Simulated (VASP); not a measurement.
# HC12 in VASP: notebook, part 2 of 2

VASP 6.6.1. Earlier steps stand in the parts before.

**4. Single point, LDA**

The input, INCAR:

```
SYSTEM = HC12
ALGO = Normal ; DIPOL = 0.5 0.5 0.292
EDIFF = 1E-6 ; ENCUT = 520
IDIPOL = 3 ; ISIF = 2
ISMEAR = 0 ; LASPH = .TRUE.
LCHARG = .FALSE. ; LDIPOL = .TRUE.
LREAL = Auto ; LWAVE = .FALSE.
NBANDS = 68 ; NELM = 100
PREC = Accurate ; SIGMA = 0.05
```

The input, KPOINTS:

```
k-points
0
G
  6 4 1
  0 0 0
```

The input, POSCAR:

```
HC12
1.0
    4.8892663280      0.0000000000      0.0000000000
   -2.4446331640      6.7739291692      0.0000000000
    0.0000000000      0.0000000000     22.7684096771
C H
24 2
Direct
    0.4020794403      0.3041588806      0.1756820110
    0.4020794403      0.8041588805      0.1756820110
    0.9020794403      0.3041588806      0.1756820110
    0.9020794403      0.8041588805      0.1756820110
    0.1630408159      0.3260816317      0.2059829668
    0.1630408159      0.8260816317      0.2059829668
    0.6630408159      0.3260816317      0.2059829668
    0.6630408159      0.8260816317      0.2059829668
    0.1846395683      0.3692791367      0.2666259491
    0.1846395683      0.8692791367      0.2666259491
    0.6846395683      0.3692791367      0.2666259491
    0.6846395683      0.8692791367      0.2666259491
    0.4461625696      0.3923265051      0.2960492075
    0.4461625696      0.8923265051      0.2960492075
    0.9461625696      0.3923265051      0.2960492075
    0.9461625696      0.8923265051      0.2960492075
    0.4715644646      0.4431294558      0.3591099590
    0.4715644646      0.9431294558      0.3591099590
    0.9715644646      0.4431294558      0.3591099590
    0.9715644646      0.9431294558      0.3591099590
    0.2327030006      0.4654044969      0.3851129614
    0.2327030006      0.9654044969      0.3851129614
    0.7327030006      0.4654044969      0.3851129614
    0.7327030006      0.9654044969      0.3851129614
    0.2327030006      0.9202753343      0.4189317485
    0.2327030006      1.0105336595      0.4189317485
```

Run with:

```bash
$ cat potpaw_LDA.64/C/POTCAR potpaw_LDA.64/H/POTCAR > POTCAR
$ mpirun -np 1 vasp_std > vasp.out
```

It took 16 min on 1 thread of Intel Xeon 6975P-C (Granite Rapids), shared host; peak memory 0.8 GiB.

The run converged. Its results:

```
Free energy            : -217.6977 eV
Largest force          : 29.867 eV/Å
Band gap on the k mesh : zero (band 49 reaches -3.15 eV, above the bottom of band 50 at -3.17 eV)
```

Forces in eV/Å, atoms in the order of the input:
```
C     0.004   0.313   1.799
C     0.283   0.365   2.009
C     0.000   0.292   1.793
C    -0.280   0.345   2.008
C     0.003  -0.708  -3.423
C     0.000  -0.821  -3.778
C    -0.004  -0.708  -3.417
C    -0.001  -0.635  -3.184
C    -0.022   0.395   1.507
C    -0.011   0.384   1.387
C     0.016   0.394   1.504
C     0.006   0.335   1.304
C     0.005  -0.001   0.098
C     0.269   0.191   0.938
C    -0.001   0.065   0.070
C    -0.303   0.261   0.901
C     0.002  -0.097  -0.320
C     2.868  -0.006  -2.581
C     0.002  -0.118  -0.403
C    -2.821  -0.920  -2.523
C    -0.024   0.184   0.380
C    -0.120  -0.167 -29.867
C     0.020   0.175   0.360
C     0.047   0.045   0.619
H     4.929 -17.060  16.514
H    -4.867  17.496  16.306
```

Levels at points of the mesh, in eV from the Fermi level:
```csv
k point,band 47,band 48,band 49,band 50,band 51,band 52
"(0.00, 0.00, 0.00)",-0.29,-0.27,-0.26,0.16,0.37,0.63
"(0.50, 0.00, 0.00)",-0.14,-0.09,-0.04,0.00,0.07,0.11
"(0.00, 0.50, 0.00)",-0.40,-0.29,-0.26,0.27,0.41,0.55
"(0.50, 0.50, 0.00)",-0.14,-0.09,-0.04,0.00,0.07,0.11
```

**5. Single point, LDA**

The input, INCAR:

```
PREC = Accurate
ENCUT = 520
EDIFF = 1E-6
ISMEAR = 0
SIGMA = 0.05
LREAL = Auto
LASPH = T
NELM = 100
ALGO = Normal
ISIF = 2
LWAVE = F
LCHARG = T
LDIPOL = T
IDIPOL = 3
DIPOL = 0.5 0.5 0.294
LELF = T
LVHAR = T
LVACPOTAV = T
NBANDS = 68
```

The input, KPOINTS:

```
Automatic mesh
0
Gamma
  6 4 1
```

Edit POSCAR of step 4 so:

```diff
@@ -32,3 +32,3 @@
     0.7327030006      0.9654044969      0.3851129614
-    0.2327030006      0.9202753343      0.4189317485
-    0.2327030006      1.0105336595      0.4189317485
+    0.2327030006      0.9202753343      0.4470408703
+    0.2327030006      1.0105336595      0.4470408703
```

Potentials or basis: VASP PAW LDA potentials, release 64 (C, H).

Run with:

```bash
$ cat potpaw_LDA.64/C/POTCAR potpaw_LDA.64/H/POTCAR > POTCAR
$ mpirun -np 1 vasp_std > vasp.out
```

OUTCAR:

```text
PREC = Accurate
   ENCUT = 520
   EDIFF = 1E-6
   ISMEAR = 0
   LREAL = Auto
   LASPH = T
   NELM = 100
   ISIF = 2

 ion  position               nearest neighbor table
   1  0.402  0.304  0.176-   5 1.41   7 1.41
   2  0.402  0.804  0.176-   8 1.41   6 1.41
   3  0.902  0.304  0.176-   7 1.41   5 1.41
   4  0.902  0.804  0.176-   6 1.41   8 1.41
   5  0.163  0.326  0.206-   1 1.41   3 1.41   9 1.41
   6  0.163  0.826  0.206-   4 1.41   2 1.41  10 1.41
   7  0.663  0.326  0.206-   3 1.41   1 1.41  11 1.41
   8  0.663  0.826  0.206-   2 1.41   4 1.41  12 1.41
[... 1178 lines left out ...]
  in kB       10.5556040      6.4875851     -0.8152968     -3.5767638      1.2220112      0.0936874
  external PRESSURE =       5.4092974 kB  Pullay stress =       0.0000000 kB

 VOLUME and BASIS-vectors are now :
 -----------------------------------------------------------------------------
  energy-cutoff  :      520.00
  volume of cell :      754.08
      direct lattice vectors                 reciprocal lattice vectors
     4.889266328  0.000000000  0.000000000     0.204529664  0.073812405  0.000000000
    -2.444633164  6.773929169  0.000000000     0.000000000  0.147624809  0.000000000
     0.000000000  0.000000000 22.768409677     0.000000000  0.000000000  0.043920503

 POSITION                                       TOTAL-FORCE (eV/Angst)
 -----------------------------------------------------------------------------------
      1.22232      2.06035      4.00000         0.003370      0.335941      1.913493
      0.00000      5.44732      4.00000         0.331781      0.384407      2.028003
      3.66695      2.06035      4.00000        -0.000078      0.354268      1.896470
      2.44463      5.44732      4.00000        -0.328732      0.393103      2.027135
      0.00000      2.20885      4.68990         0.001873     -0.751936     -3.556078
     -1.22232      5.59582      4.68990        -0.001745     -0.828649     -3.776134
[... 18 lines left out ...]
     -1.11199      6.23388     10.17841         2.787995     -8.094869     -0.661933
      1.11200      0.07135     10.17841        -2.759484      8.086389     -0.941443
 -----------------------------------------------------------------------------------
    total drift:                               -0.009887      0.010912      0.023366

  FREE ENERGIE OF THE ION-ELECTRON SYSTEM (eV)
  ---------------------------------------------------
  free  energy   TOTEN  =      -221.3719851738 eV

  energy  without entropy=     -221.3446785613  energy(sigma->0) =     -221.35833187

 vacuum level on the upper side and lower side of the slab         1.877         3.944
```

OSZICAR:

```text
N       E                     dE             d eps       ncg     rms          rms(c)
DAV:   1     0.776846437951E+03    0.77685E+03   -0.39354E+04  1968   0.114E+03
DAV:   2    -0.108412046146E+03   -0.88526E+03   -0.85009E+03  2776   0.278E+02
DAV:   3    -0.233630736283E+03   -0.12522E+03   -0.12327E+03  2248   0.106E+02
[... 27 lines left out ...]
DAV:  31    -0.221371974458E+03   -0.76471E-05   -0.26559E-07  1496   0.144E-03    0.191E-03
DAV:  32    -0.221371980897E+03   -0.64390E-05   -0.30826E-07  1524   0.106E-03    0.811E-04
DAV:  33    -0.221371982890E+03   -0.19931E-05   -0.58058E-08  1396   0.559E-04    0.691E-04
DAV:  34    -0.221371984543E+03   -0.16537E-05   -0.73356E-08  1428   0.434E-04    0.404E-04
DAV:  35    -0.221371985174E+03   -0.63050E-06   -0.29445E-08  1308   0.291E-04
   1 F= -.22137199E+03 E0= -.22135833E+03  d E =-.273066E-01
```

stdout:

```text
POSCAR found type information on POSCAR C H
 POSCAR found :  2 types and      26 ions
 scaLAPACK will be used
 LDA part: xc-table for (Slater(with rela. corr.)+CA(PZ))
 , standard interpolation
 -----------------------------------------------------------------------------
[... 33 lines left out ...]
|     Did not find any points to average over, which means that no vacuum     |
|     field-free region was found. Please increase the size of  your cell     |
|     in the dimension of the dipole correction to obtain accurate            |
|     workfunction values.                                                    |
|                                                                             |
 -----------------------------------------------------------------------------
```

Run time: 16 min. Hardware: 1 thread of Intel Xeon 6975P-C (Granite Rapids), shared host; peak memory 0.8 GiB.

Results:

| Quantity | Value |
| --- | --- |
| Free energy | -221.3720 eV |
| Largest force | 8.596 eV/Å |
| Band gap on the k mesh | zero (band 49 reaches -3.08 eV, above the bottom of band 50 at -3.10 eV) |

Forces in eV/Å, atoms in the order of the input:
```
C    0.003  0.336  1.913
C    0.332  0.384  2.028
C    0.000  0.354  1.896
C   -0.329  0.393  2.027
C    0.002 -0.752 -3.556
C   -0.002 -0.829 -3.776
C   -0.002 -0.751 -3.551
C    0.003 -0.661 -3.038
C   -0.020  0.382  1.557
C   -0.010  0.269  1.179
C    0.014  0.382  1.554
C    0.001  0.411  1.393
C    0.006 -0.001  0.049
C   -0.234  0.260  0.640
C   -0.001  0.066  0.019
C    0.238  0.248  0.630
C    0.002 -0.078 -0.338
C    1.533 -0.207 -0.313
C    0.003 -0.087 -0.390
C   -1.545 -0.359 -0.309
C   -0.032  0.133  0.435
C   -0.046 -0.125  0.149
C    0.025  0.126  0.411
C    0.030  0.115  0.995
H    2.788 -8.095 -0.662
H   -2.759  8.086 -0.941
```

Levels at points of the mesh, in eV from the Fermi level:
```
           k point  band 46  band 47  band 48  band 49  band 50  band 51  band 52  band 53
(0.00, 0.00, 0.00)    -0.32    -0.29    -0.26    -0.20    -0.01     0.39     0.60     0.75
(0.50, 0.00, 0.00)    -0.18    -0.13    -0.08    -0.03     0.02     0.08     0.12     1.19
(0.00, 0.50, 0.00)    -0.40    -0.29    -0.26    -0.16     0.05     0.44     0.55     0.88
(0.50, 0.50, 0.00)    -0.19    -0.13    -0.09    -0.03     0.02     0.08     0.13     1.19
```
